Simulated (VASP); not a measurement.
# LiCl (P6_3mc) in VASP: elastic constants with PBEsol

Aim: the elastic constants of LiCl with PBEsol.

Program: VASP 6.6.1. These are calculated values, not measurements. Logs are shortened: lines on timing, memory, paths and dates and some standing lists are left out, and cuts for length are marked.

**1. The cell of the first run**

The structure is hexagonal, space group P6_3mc (No. 186). The conventional cell has a = 3.882 Å, b = 3.882 Å, c = 6.176 Å, α = 90.00°, β = 90.00°, γ = 120.00°. Within 3.1 Å of Li (site symmetry 3m) lie 4 Cl at 2.36 Å. Within 3.1 Å of Cl (site symmetry 3m) lie 4 Li at 2.36 Å.

**2. Elastic constants, PBEsol**

Contents of INCAR:

```
  PREC = Accurate
  ENCUT = 600
  EDIFF = 1E-8
  ISMEAR = 0
  SIGMA = 0.01
  LREAL = F
  LASPH = T
  NELM = 100
  ALGO = Normal
  ISIF = 3
  LWAVE = F
  LCHARG = F
  GGA = PS
  NBANDS = 18
  IBRION = 6
  NFREE = 2
  POTIM = 0.015
  NSW = 1
```

Contents of KPOINTS:

```
Automatic mesh
0
Gamma
  7 7 4
```

Contents of POSCAR:

```
LiCl
1.0
    3.8816152578      0.0000000000      0.0000000000
   -1.9408076289      3.3615774210      0.0000000000
    0.0000000000      0.0000000000      6.1763032202
Li Cl
2 2
Direct
    0.6666666667      0.3333333333      0.8786952457
    0.3333333333      0.6666666667      0.3786952457
    0.6666666667      0.3333333333      0.4963057543
    0.3333333333      0.6666666667      0.9963057543
```

Potentials or basis: VASP PAW PBE potentials, release 64 (Li_sv, Cl).

Run with:

```bash
> cat potpaw_PBE.64/Li_sv/POTCAR potpaw_PBE.64/Cl/POTCAR > POTCAR
> mpirun -np 1 vasp_std > vasp.out
```

OUTCAR:

```text
PREC = Accurate
   ENCUT = 600
   EDIFF = 1E-8
   ISMEAR = 0
   LREAL = F
   LASPH = T
   NELM = 100
   ISIF = 3
   GGA = PS
   IBRION = 6
   NFREE = 2
   POTIM = 0.015
   NSW = 1

 ion  position               nearest neighbor table
   1  0.667  0.333  0.879-   4 2.36   4 2.36   4 2.36   3 2.36
   2  0.333  0.667  0.379-   3 2.36   3 2.36   3 2.36   4 2.36
   3  0.667  0.333  0.496-   2 2.36   2 2.36   2 2.36   1 2.36
   4  0.333  0.667  0.996-   1 2.36   1 2.36   1 2.36   2 2.36

  LATTYP: Found a hexagonal cell.
 ALAT       =     3.8816152578
 C/A-ratio  =     1.5911683178

  Lattice vectors:

 A1 = (   3.8816152578,   0.0000000000,   0.0000000000)
 A2 = (  -1.9408076289,   3.3615774210,   0.0000000000)
 A3 = (   0.0000000000,   0.0000000000,   6.1763032202)

Analysis of symmetry for initial positions (statically):
=====================================================================
 Subroutine PRICEL returns:
 Original cell was already a primitive cell.

 Routine SETGRP: Setting up the symmetry group for a
 hexagonal supercell.

 Subroutine GETGRP returns: Found 12 space group operations
 (whereof  6 operations were pure point group operations)
 out of a pool of 24 trial point group operations.

The static configuration has the point symmetry C_3v.
 The point group associated with its full space group is C_6v.

Analysis of symmetry for dynamics (positions and initial velocities):
=====================================================================
 Subroutine PRICEL returns:
 Original cell was already a primitive cell.

 Routine SETGRP: Setting up the symmetry group for a
 hexagonal supercell.

 Subroutine GETGRP returns: Found 12 space group operations
[... 373 lines left out ...]
      6      -1.4985      2.00000
[... 481 lines left out ...]
      5      -2.7822      2.00000
      6      -2.7775      2.00000
[... 10 lines left out ...]
     17      10.9869      0.00000
     18      11.0187      0.00000

 [... further k-points ...]

------------------------ aborting loop because EDIFF is reached ----------------------------------------

  FORCE on cell =-STRESS in cart. coord.  units (eV):
  Direction    XX          YY          ZZ          XY          YZ          ZX
  --------------------------------------------------------------------------------------
  -------------------------------------------------------------------------------------
  Total        0.0140725      0.0140725     -0.0598531      0.0000000      0.0000000      0.0000000
  in kB        0.2797686      0.2797686     -1.1899065      0.0000000      0.0000000      0.0000000
  external PRESSURE =      -0.2101231 kB  Pullay stress =       0.0000000 kB
[... 19 lines left out ...]
  FREE ENERGIE OF THE ION-ELECTRON SYSTEM (eV)
  ---------------------------------------------------
  free  energy   TOTEN  =       -15.2152361460 eV

  energy  without entropy=      -15.2152361460  energy(sigma->0) =      -15.21523615

 INTERNAL STRAIN TENSORS FROM STRAINED CELLS
 ============================================

 INTERNAL STRAIN TENSOR FOR ION    1 for displacements in x,y,z  (eV/Angst):
          X           Y           Z          XY          YZ          ZX
  --------------------------------------------------------------------------------
  x     0.00000    -0.00000     0.00000     2.16270     0.00000     1.42859
  y     2.16611    -2.16920    -0.00000    -0.00006     1.42478     0.00008
  z     1.46547     1.46648    -3.14713    -0.00047     0.00028    -0.00001

 INTERNAL STRAIN TENSORS FROM DISPLACED ATOMS
 ============================================

 INTERNAL STRAIN TENSOR FOR ION    1 for displacements in x,y,z  (eV/Angst):
          X           Y           Z          XY          YZ          ZX
  --------------------------------------------------------------------------------
  x     0.00000    -0.00000     0.00000     2.15625    -0.00000     1.43218
  y     2.15625    -2.15625     0.00000     0.00000     1.43218     0.00000
  z     1.46174     1.46174    -3.11114    -0.00000    -0.00000     0.00000

 INTERNAL STRAIN TENSOR FOR ION    4 for displacements in x,y,z  (eV/Angst):
          X           Y           Z          XY          YZ          ZX
  --------------------------------------------------------------------------------
  x     0.00000     0.00000     0.00000    -2.54822     0.00000    -1.42840
  y    -2.54822     2.54822     0.00000    -0.00000    -1.42840     0.00000
  z    -1.46250    -1.46250     3.13596     0.00000     0.00000     0.00000

 Eigenvectors and eigenvalues of the dynamical matrix
 ----------------------------------------------------

   1 f  =   11.057497 THz    69.476300 2PiTHz  368.838386 cm-1    45.730111 meV
             X         Y         Z           dx          dy          dz
      1.940808  1.120526  5.427088     0.000000    0.000000   -0.703969
     -0.000000  2.241052  2.338937     0.000000    0.000000    0.703969
      1.940808  1.120526  3.065335    -0.000000   -0.000000    0.066536
     -0.000000  2.241052  6.153486    -0.000000   -0.000000   -0.066536
[... 71 lines left out ...]
  12 f/i=    0.002816 THz     0.017691 2PiTHz    0.093919 cm-1     0.011645 meV
             X         Y         Z           dx          dy          dz
      1.940808  1.120526  5.427088     0.217700    0.187200    0.000000
     -0.000000  2.241052  2.338937     0.217700    0.187200    0.000000
      1.940808  1.120526  3.065335     0.489956    0.421314    0.000000
     -0.000000  2.241052  6.153486     0.489956    0.421314    0.000000

--------------------------------------------------------------------------------------------------------

 ELASTIC MODULI CONTR FROM IONIC RELAXATION (kBar)
 Direction    XX          YY          ZZ          XY          YZ          ZX
 --------------------------------------------------------------------------------
 XX        -137.3090     55.9347     86.9208     -0.0000     -0.0000     -0.0000
 YY          55.9347   -137.3090     86.9208      0.0000     -0.0000      0.0000
 ZZ          86.9208     86.9208   -185.6908     -0.0000      0.0000     -0.0000
 XY          -0.0000      0.0000     -0.0000    -96.6219     -0.0000      0.0000
 YZ          -0.0000      0.0000      0.0000     -0.0000    -34.3566     -0.0000
 ZX          -0.0000      0.0000     -0.0000      0.0000     -0.0000    -34.3566
 --------------------------------------------------------------------------------

 TOTAL ELASTIC MODULI (kBar)
 Direction    XX          YY          ZZ          XY          YZ          ZX
 --------------------------------------------------------------------------------
 XX         366.2071    218.9923    199.4935     -0.0000     -0.0000     -0.0000
 YY         218.9923    366.2071    199.4935      0.0000     -0.0000      0.0000
 ZZ         199.4935    199.4935    354.7657     -0.0000      0.0000     -0.0000
 XY          -0.0000      0.0000     -0.0000     73.6074     -0.0000      0.0000
 YZ          -0.0000      0.0000      0.0000     -0.0000     81.7503     -0.0000
 ZX          -0.0000      0.0000     -0.0000      0.0000     -0.0000     81.7503
 --------------------------------------------------------------------------------
```

stdout:

```text
POSCAR found type information on POSCAR LiCl
 POSCAR found :  2 types and       4 ions
 scaLAPACK will be used
 -----------------------------------------------------------------------------
|                                                                             |
|                                                                             |
|     You enforced a specific xc type in the INCAR file but a different       |
|     I HOPE YOU KNOW WHAT YOU ARE DOING!                                     |
|                                                                             |
[... 41 lines left out ...]
 Finite differences progress:
 bond charge predicted
 Finite differences progress:
 bond charge predicted
 Finite differences progress:
 bond charge predicted
 Finite differences progress:
 bond charge predicted
 Finite differences progress:
 bond charge predicted
 Finite differences progress:
```

It took 35 min on 1 thread of Intel Xeon 8259CL, shared host; peak memory 0.39 GiB.

What came out:

```yaml
Elastic_constants_C11_C12_C44: 37, 22, 8 GPa
Voigt_bulk_modulus: 26 GPa
Highest_phonon_frequency_at_Γ_LO-TO_splitting_left_out: 369 cm⁻¹
```

Phonon frequencies in cm⁻¹ (negative: imaginary):
```tsv
q point	frequencies
(0.000, 0.000, 0.000)	0 0 0 70 70 186 312 328 328 332 332 369
```

Elastic tensor in Voigt notation (GPa, in the Cartesian axes of the cell as first typed):
```
37 22 20  0  0  0
22 37 20  0  0  0
20 20 35  0  0  0
 0  0  0  8  0  0
 0  0  0  0  8  0
 0  0  0  0  0  7
```

Clamped-ion elastic tensor (GPa):
```
50 16 11  0  0  0
16 50 11  0  0  0
11 11 54  0  0  0
 0  0  0 12  0  0
 0  0  0  0 12  0
 0  0  0  0  0 17
```

Caveat: the cutoff is under 1.25 times the usual one of these potentials, so pressure, stress and relaxed cells hold a basis-set (Pulay) error; the PAW data sets were made with another functional, which shifts forces and pressure a little.
